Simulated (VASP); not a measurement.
# LiNbO3 (R3c) in VASP: further runs

Runs on LiNbO3. Level: PBE. Tasks: single point.

All numbers are computed with VASP 6.6.1; they aren't measurements. Logs are shortened: lines on timing, memory, paths and dates and some standing lists are left out, and cuts for length are marked.

## 1. The cell of the first run

Symmetry: R3c, No. 161, trigonal system. The conventional cell has a = 5.218 Å, b = 5.218 Å, c = 14.090 Å, α = 90.00°, β = 90.00°, γ = 120.00°. Within 2.8 Å of Li (site symmetry 3) lie 6 O at 2.09 to 2.28 Å. Nb (site symmetry 3) has 6 O at 1.89 to 2.17 Å within 2.5 Å. O (site symmetry 1) has 2 Nb at 1.89 to 2.17 Å and 2 Li at 2.09 to 2.28 Å within 2.5 Å.

## 2. Single point, PBE (volume 11.073 Å^3 an atom, c/a of the conventional cell 2.7005)

Contents of INCAR:

```
PREC = Accurate
ENCUT = 520
EDIFF = 1E-6
ISMEAR = 0
SIGMA = 0.05
LREAL = F
LASPH = T
NELM = 80
ALGO = Normal
ISIF = 2
LWAVE = F
LCHARG = F
GGA = PE
NBANDS = 45
```

Contents of KPOINTS:

```
regular mesh
0
Gamma
  6 6 6
```

Contents of POSCAR:

```
LiNbO3
1.0
    2.6087938951      1.5061878576      4.6967250600
   -2.6087938951      1.5061878576      4.6967250600
    0.0000000000     -3.0123757152      4.6967250600
Li Nb O
2 2 6
Direct
    0.2815913687      0.2815913687      0.2815913687
    0.7815913687      0.7815913687      0.7815913687
    0.0004900497      0.0004900497      0.0004900497
    0.5004900497      0.5004900497      0.5004900497
    0.1104619503      0.3580262714      0.7211003599
    0.7211003599      0.1104619503      0.3580262714
    0.3580262714      0.7211003599      0.1104619503
    0.2211003599      0.8580262714      0.6104619503
    0.8580262714      0.6104619503      0.2211003599
    0.6104619503      0.2211003599      0.8580262714
```

Potentials or basis: VASP PAW PBE potentials, release 64 (Li_sv, Nb_sv, O).

Launch:

```bash
cat potpaw_PBE.64/Li_sv/POTCAR potpaw_PBE.64/Nb_sv/POTCAR potpaw_PBE.64/O/POTCAR > POTCAR
mpirun -np 1 vasp_std > vasp.out
```

OUTCAR:

```text
PREC = Accurate
   ENCUT = 520
   EDIFF = 1E-6
   ISMEAR = 0
   LREAL = F
   LASPH = T
   NELM = 80
   ISIF = 2
   GGA = PE

 ion  position               nearest neighbor table
   1  0.282  0.282  0.282-   9 2.09  10 2.09   8 2.09   6 2.28   7 2.28   5 2.28
   2  0.782  0.782  0.782-   5 2.09   6 2.09   7 2.09  10 2.28   8 2.28   9 2.28
   3  0.000  0.000  0.000-   7 1.89   6 1.89   5 1.89  10 2.17   8 2.17   9 2.17
   4  0.500  0.500  0.500-   8 1.89  10 1.89   9 1.89   6 2.17   7 2.17   5 2.17
   5  0.110  0.358  0.721-   3 1.89   2 2.09   4 2.17   1 2.28
   6  0.721  0.110  0.358-   3 1.89   2 2.09   4 2.17   1 2.28
   7  0.358  0.721  0.110-   3 1.89   2 2.09   4 2.17   1 2.28
   8  0.221  0.858  0.610-   4 1.89   1 2.09   3 2.17   2 2.28
   9  0.858  0.610  0.221-   4 1.89   1 2.09   3 2.17   2 2.28
  10  0.610  0.221  0.858-   4 1.89   1 2.09   3 2.17   2 2.28

  LATTYP: Found a trigonal (rhomboedric) cell.
 ALAT       =     5.5797521216
 COS(alpha) =     0.5628004335

  Lattice vectors:

 A1 = (   2.6087938951,   1.5061878576,   4.6967250600)
 A2 = (  -2.6087938951,   1.5061878576,   4.6967250600)
 A3 = (   0.0000000000,  -3.0123757152,   4.6967250600)

Analysis of symmetry for initial positions (statically):
=====================================================================
 Subroutine PRICEL returns:
 Original cell was already a primitive cell.

 Routine SETGRP: Setting up the symmetry group for a
 trigonal (rhombohedral) supercell.

 Subroutine GETGRP returns: Found  6 space group operations
 (whereof  3 operations were pure point group operations)
 out of a pool of 12 trial point group operations.

The static configuration has the point symmetry C_3 .
 The point group associated with its full space group is C_3v.

Analysis of symmetry for dynamics (positions and initial velocities):
=====================================================================
 Subroutine PRICEL returns:
 Original cell was already a primitive cell.

 Routine SETGRP: Setting up the symmetry group for a
 trigonal (rhombohedral) supercell.

 Subroutine GETGRP returns: Found  6 space group operations
 (whereof  3 operations were pure point group operations)
 out of a pool of 12 trial point group operations.

The dynamic configuration has the point symmetry C_3 .
 The point group associated with its full space group is C_3v.

 Subroutine INISYM returns: Found  6 space group operations
 (whereof  3 operations are pure point group operations),
 and found     1 'primitive' translations

----------------------------------------------------------------------------------------

                                     Primitive cell

  volume of cell :     110.7300

  direct lattice vectors                    reciprocal lattice vectors
     2.608793895  1.506187858  4.696725060     0.191659449  0.110654634  0.070971438
    -2.608793895  1.506187858  4.696725060    -0.191659449  0.110654634  0.070971438
     0.000000000 -3.012375715  4.696725060     0.000000000 -0.221309269  0.070971438

  length of vectors
     5.579752122  5.579752122  5.579752122     0.232410709  0.232410709  0.232410709

  position of ions in fractional coordinates (direct lattice)
     0.281591369  0.281591369  0.281591369
     0.781591369  0.781591369  0.781591369
     0.000490050  0.000490050  0.000490050
     0.500490050  0.500490050  0.500490050
     0.110461950  0.358026271  0.721100360
     0.721100360  0.110461950  0.358026271
     0.358026271  0.721100360  0.110461950
     0.221100360  0.858026271  0.610461950
     0.858026271  0.610461950  0.221100360
     0.610461950  0.221100360  0.858026271

  ion indices of the primitive-cell ions
   primitive index   ion index
                 1           1
                 2           2
                 3           3
                 4           4
                 5           5
                 6           6
                 7           7
                 8           8
                 9           9
                10          10

----------------------------------------------------------------------------------------

 KPOINTS: regular mesh

Automatic generation of k-mesh.
 Grid dimensions read from file:
 generate k-points for:    6    6    6

 Generating k-lattice:

  Cartesian coordinates                     Fractional coordinates (reciprocal lattice)
     0.031943241  0.018442439  0.011828573     0.166666667  0.000000000  0.000000000
    -0.031943241  0.018442439  0.011828573     0.000000000  0.166666667  0.000000000
     0.000000000 -0.036884878  0.011828573     0.000000000  0.000000000  0.166666667

  Length of vectors
     0.038735118  0.038735118  0.038735118

  Shift w.r.t. Gamma in fractional coordinates (k-lattice)
     0.000000000  0.000000000  0.000000000

 Subroutine IBZKPT returns following result:
 ===========================================

 Found     32 irreducible k-points:

 Following reciprocal coordinates:
            Coordinates               Weight
  0.000000  0.000000  0.000000      1.000000
  0.166667  0.000000  0.000000      6.000000
  0.333333  0.000000  0.000000      6.000000
  0.500000  0.000000  0.000000      3.000000
  0.166667  0.166667  0.000000      6.000000
  0.333333  0.166667  0.000000     12.000000
[... 16 lines left out ...]
  0.500000  0.500000  0.166667      6.000000
 -0.333333  0.500000  0.166667     12.000000
 [... further k-points ...]
   k-points           NKPTS =     32   k-points in BZ     NKDIM =     32   number of bands    NBANDS=     45
   number of dos      NEDOS =    301   number of ions     NIONS =     10
   total plane-waves  NPLWV =  74088
   dimension x,y,z NGX =    42 NGY =   42 NGZ =   42
   dimension x,y,z NGXF=    84 NGYF=   84 NGZF=   84
   ions per type =               2   2   6
   NGX,Y,Z   is equivalent  to a cutoff of  12.51, 12.51, 12.51 a.u.
   NGXF,Y,Z  is equivalent  to a cutoff of  25.03, 25.03, 25.03 a.u.
 SYSTEM =  unknown system
   PREC   = accura    normal or accurate (medium, high low for compatibility)
   ISTART =      0    job   : 0-new  1-cont  2-samecut
   ICHARG =      2    charge: 1-file 2-atom 10-const
   ISPIN  =      1    spin polarized calculation?
   LNONCOLLINEAR =      F non collinear calculations
   LSORBIT =      F    spin-orbit coupling
   LASPH  =      T    aspherical Exc in radial PAW
   ENCUT  =  520.0 eV  38.22 Ry    6.18 a.u.  10.37 10.37 10.37*2*pi/ulx,y,z
   NELM   =     80;   NELMIN=  2; NELMDL= -5     # of ELM steps
   EDIFF  = 0.1E-05   stopping-criterion for ELM
   LREAL  =      F    real-space projection
   EDIFFG = 0.1E-04   stopping-criterion for IOM
   NSW    =      0    number of steps for IOM
   IBRION =     -1    ionic relax: 0-MD 1-quasi-New 2-CG
   NFREE  =      0    steps in history (QN), initial steepest desc. (CG)
   ISIF   =      2    stress and relaxation
   ISYM   =      2    0-nonsym 1-usesym 2-fastsym
   POTIM  = 0.5000    time-step for ionic-motion
   TEBEG  =    0.0;   TEEND  =   0.0 temperature during run
   PSTRESS=    0.0 pullay stress
   NELECT =      68.0000    total number of electrons
   NUPDOWN=      -1.0000    fix difference up-down
   EMIN   =  10.00;   EMAX   =-10.00  energy-range for DOS
   EFERMI =   0.00;   METHOD = LEGACY
   ISMEAR =     0;   SIGMA  =   0.05  broadening in eV -4-tet -1-fermi 0-gaus
   EFERMI_NEDOS =   21; number of points for ismear=-14 and -15
   IALGO  =     38    algorithm
   IMIX   =      4    mixing-type and parameters
     AMIX     =   0.40;   BMIX     =  1.00
     AMIX_MAG =   1.60;   BMIX_MAG =  1.00
  volume/ion in A,a.u.               =      11.07        74.72
  Fermi-wavevector in a.u.,A,eV,Ry     =   1.391520  2.629591 26.345330  1.936327
  Thomas-Fermi vector in A             =   2.515351
   LORBIT       =      0    0 simple, 1 ext, 2 COOP (PROOUT), +10 PAW based schemes
   GGA     = PE    functional components
   LHFCALC =     F    Hartree Fock is set to
   AEXX    =    0.0000 exact exchange contribution
   IVDW    =     0    specifies the selected vdW correction
   LEPSILON=     F    determine dielectric tensor
   LRPA    =     F    only Hartree local field effects (RPA)
 non-spin polarized calculation
 Gauss-broadening in eV      SIGMA  =   0.05
  energy-cutoff  :      520.00
  volume of cell :      110.73
 maximum number of plane-waves:      2996
 NGX is ok and might be reduce to    42
   NGX = 21   NGY = 21   NGZ = 21

 number of electron      67.9999997 magnetization

 Free energy of the ion-electron system (eV)
  ---------------------------------------------------
  ext. energy  EPLUGINS =         0.00000000
  ---------------------------------------------------
  free energy    TOTEN  =       -80.02476733 eV

  energy without entropy =      -80.02476733  energy(sigma->0) =      -80.02476733

 E-fermi :   3.5990     XC(G=0): -10.5878

 val. band max:        3.1849525650   @ k =   0.1667   0.1667   0.1667
 cond. band min:       6.6735192207   @ k =   0.5000   0.3333   0.0000
 fundamental gap:      3.4885666556
 Fermi energy:         3.5989762531

 k-point     1 :       0.0000    0.0000    0.0000
  band No.  band energies     occupation
      1     -51.1234      2.00000
      2     -51.1113      2.00000
      3     -39.5169      2.00000
      4     -39.5148      2.00000
      5     -27.3665      2.00000
      6     -27.3665      2.00000
[... 37 lines left out ...]
     44      12.7057      0.00000
     45      12.7099      0.00000

 k-point     2 :       0.1667    0.0000    0.0000
  band No.  band energies     occupation
      1     -51.1226      2.00000
      2     -51.1121      2.00000
      3     -39.5167      2.00000
      4     -39.5149      2.00000
      5     -27.3591      2.00000
      6     -27.3581      2.00000
[... 1048 lines left out ...]
 k-point    24 :      -0.3333    0.5000    0.1667
  band No.  band energies     occupation
      1     -51.1183      2.00000
      2     -51.1163      2.00000
      3     -39.5161      2.00000
      4     -39.5157      2.00000
      5     -27.3674      2.00000
      6     -27.3660      2.00000
[... 37 lines left out ...]
     44      12.3428      0.00000
     45      13.3475      0.00000

 [... further k-points ...]

------------------------ aborting loop because EDIFF is reached ----------------------------------------

  FORCE on cell =-STRESS in cart. coord.  units (eV):
  Direction    XX          YY          ZZ          XY          YZ          ZX
  --------------------------------------------------------------------------------------
  -------------------------------------------------------------------------------------
  Total       -2.4197406     -2.4197406     -2.0840966      0.0000000     -0.0000000      0.0000000
  in kB      -35.0117716    -35.0117716    -30.1552641      0.0000000     -0.0000000      0.0000000
  external PRESSURE =     -33.3929358 kB  Pullay stress =       0.0000000 kB

 VOLUME and BASIS-vectors are now :
 -----------------------------------------------------------------------------
  energy-cutoff  :      520.00
  volume of cell :      110.73
      direct lattice vectors                 reciprocal lattice vectors
     2.608793895  1.506187858  4.696725060     0.191659449  0.110654634  0.070971438
    -2.608793895  1.506187858  4.696725060    -0.191659449  0.110654634  0.070971438
     0.000000000 -3.012375715  4.696725060     0.000000000 -0.221309269  0.070971438

 POSITION                                       TOTAL-FORCE (eV/Angst)
 -----------------------------------------------------------------------------------
      0.00000      0.00000      3.96767         0.000000      0.000000      0.004289
      0.00000      0.00000     11.01276         0.000000     -0.000000      0.004289
      0.00000      0.00000      0.00690         0.000000      0.000000      0.130421
      0.00000      0.00000      7.05199         0.000000      0.000000      0.130421
     -0.64584     -1.46659      5.58717         0.137455     -0.145342     -0.044903
      1.59303      0.17398      5.58717         0.057143      0.191710     -0.044903
     -0.94719      1.29261      5.58717        -0.194597     -0.046368     -0.044903
     -1.66161     -0.21357      7.93553         0.194597     -0.046368     -0.044903
      0.64584      1.54578      7.93553        -0.137455     -0.145342     -0.044903
      1.01576     -1.33221      7.93553        -0.057143      0.191710     -0.044903
 -----------------------------------------------------------------------------------
    total drift:                                0.000000     -0.000001     -0.000599

  FREE ENERGIE OF THE ION-ELECTRON SYSTEM (eV)
  ---------------------------------------------------
  free  energy   TOTEN  =       -80.0247673324 eV

  energy  without entropy=      -80.0247673324  energy(sigma->0) =      -80.02476733
```

Run time: 94 s. Hardware: 1 thread of Intel Xeon 6975P-C (Granite Rapids), shared host; peak memory 0.32 GiB.

Results:

```yaml
Free_energy: -80.0248 eV
Largest_force: 0.205 eV/Å
Band_gap_on_the_k_mesh: 3.49 eV, indirect (least direct gap 3.51 eV)
```

Forces in eV/Å, atoms in the order of the input:
```
Li   0.000  0.000  0.004
Li   0.000  0.000  0.004
Nb   0.000  0.000  0.130
Nb   0.000  0.000  0.130
O    0.137 -0.145 -0.045
O    0.057  0.192 -0.045
O   -0.195 -0.046 -0.045
O    0.195 -0.046 -0.045
O   -0.137 -0.145 -0.045
O   -0.057  0.192 -0.045
```

Levels at points of the mesh, in eV from the valence-band top:
```
           k point  band 32  band 33  band 34  band 35  band 36  band 37
(0.00, 0.00, 0.00)    -0.51     0.00     0.00     3.51     3.51     3.96
(0.50, 0.00, 0.00)    -0.30    -0.22    -0.22     3.75     3.75     4.54
(0.50, 0.50, 0.00)    -0.67    -0.51    -0.19     3.58     4.01     4.43
(0.50, 0.50, 0.50)    -0.31    -0.31    -0.31     4.45     4.45     4.65
```

Caveat: the cutoff is under 1.25 times the usual one of these potentials, so pressure, stress and relaxed cells hold a basis-set (Pulay) error. A k mesh can miss the band edges.

[end of part 1 of 2]
